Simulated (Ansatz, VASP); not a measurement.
LaP: VASP beside Ansatz

The input INCAR:

```
SYSTEM = LaP
PREC     = Accurate       ! precision mode
ENCUT    = 520            ! plane-wave cutoff, eV
EDIFF    = 1E-6           ! SCF threshold, eV
ISMEAR   = -1             ! smearing method
SIGMA    = 0.03           ! smearing width, eV
LREAL    = .FALSE.        ! projectors in reciprocal space
LASPH    = .TRUE.         ! aspherical terms in the spheres
NELM     = 80             ! most SCF steps
ALGO     = Normal         ! electronic algorithm
ISIF     = 2              ! what is computed and relaxed
LWAVE    = .FALSE.        ! write WAVECAR
LCHARG   = .FALSE.        ! write CHGCAR
GGA      = CA             ! functional
NBANDS   = 15             ! bands
```

File KPOINTS:

```
Automatic mesh
0
G
  10 10 10
  0 0 0
```

Contents of POSCAR:

```
LaP
1.0
    0.0000000000      3.0024246739      3.0024246739
    3.0024246739      0.0000000000      3.0024246739
    3.0024246739      3.0024246739      0.0000000000
La P
1 1
Direct
    0.0000000000      0.0000000000      0.0000000000
    0.5000000000      0.5000000000      0.5000000000
```

Input for Ansatz:

```yaml
crystal:
  lattice:
    - [0.0, 3.0024246739, 3.0024246739]
    - [3.0024246739, 0.0, 3.0024246739]
    - [3.0024246739, 3.0024246739, 0.0]
  atoms:
    - { symbol: La, position: [0.0, 0.0, 0.0] }
    - { symbol: P, position: [0.5, 0.5, 0.5] }
kpoints:
  mp_grid: { grid: [10, 10, 10] }
  band_path:
    path:
      - [0.0, 0.0, 0.0]
      - [0.5, 0.0, 0.5]
      - [0.625, 0.25, 0.625]
      - [0.375, 0.375, 0.75]
      - [0.0, 0.0, 0.0]
      - [0.5, 0.5, 0.5]
      - [0.5, 0.25, 0.75]
      - [0.5, 0.0, 0.5]
    npoints: 5
scf:
  occupations: { method: fermi_dirac, width: 0.03 }
hamiltonian:
  xc: lda
  pseudopotentials: { kind: all_electron, lapw: { basis_error: 0.001 } }
output:
  forces: true
  stress: true
  eigenvalues: true
```

Change from the starting cell: volume scaled by 0.99.

Alike in both runs: task single point; functional LDA; k mesh 10 × 10 × 10; occupations fermi-dirac, width 0.03 eV; no spin polarisation.

|  | VASP | Ansatz |
| --- | --- | --- |
| version | VASP 6.6.1 | Ansatz 0.2.0 |
| potentials or method | VASP PAW LDA potentials, release 64 (La, P), cutoff 520 eV | all-electron LAPW, scalar-relativistic |

|  | VASP | Ansatz | Ansatz less VASP |
| --- | --- | --- | --- |
| pressure (GPa) | -2.6 | -2.5 | +0.05 |

LDA's correlation is that of Perdew and Zunger in VASP and of Perdew and Wang (1992) in Ansatz. Ansatz ran all-electron here, and VASP with PAW potentials.

Neither program's run includes spin-orbit coupling.
